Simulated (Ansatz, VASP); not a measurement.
One calculation of ScSi2, two programs

```xyz
3
Lattice="3.6600 0.0000 0.0000 -1.8300 3.1697 0.0000 0.0000 0.0000 3.8700" Properties=species:S:1:pos:R:3 pbc="T T T"
Sc    0.0000    0.0000    0.0000
Si    1.8300    1.0566    1.9350
Si    0.0000    2.1131    1.9350
```

Alike in both runs: task relaxation of cell and atoms; functional r2SCAN; k mesh 8 × 8 × 7; occupations fermi-dirac, width 0.05 eV; no spin polarisation; Hubbard terms Sc d U = 3.0 eV.

|  | VASP | Ansatz |
| --- | --- | --- |
| version | VASP 6.6.1 | Ansatz 0.2.0 |
| potentials or method | VASP PAW PBE potentials, release 64 (Sc_sv, Si) | Ansatz PAW |
| plane-wave cutoff (eV) | 600 | 500 |
| valence electrons in the cell | 19 | 19 |

```tsv
	VASP	Ansatz	Ansatz less VASP
gap on the k mesh at the Fermi level, each at its own relaxed structure (eV)	none	none	-
relaxed volume (Å³/atom)	17.51	17.53	+0.019
relaxed length of the cell vector where the two differ most in proportion (Å)	3.723	3.712	-0.0113
```

VASP's potentials were made for PBE, not for r2SCAN. The programs project onto different local orbitals, so the same U acts differently, and such runs can settle in different states. A gap of «none» marks a metal or a gap that the smearing closes.

Noted on VASP's run: the volume moved by over 15 % at a fixed basis, so the end points are rough. Noted on Ansatz's run: the volume moved by over 15 % at a fixed basis, so the end points are rough; the plane-wave basis is chosen anew once the cell has moved, so the energies of steps on either side of that aren't comparable.
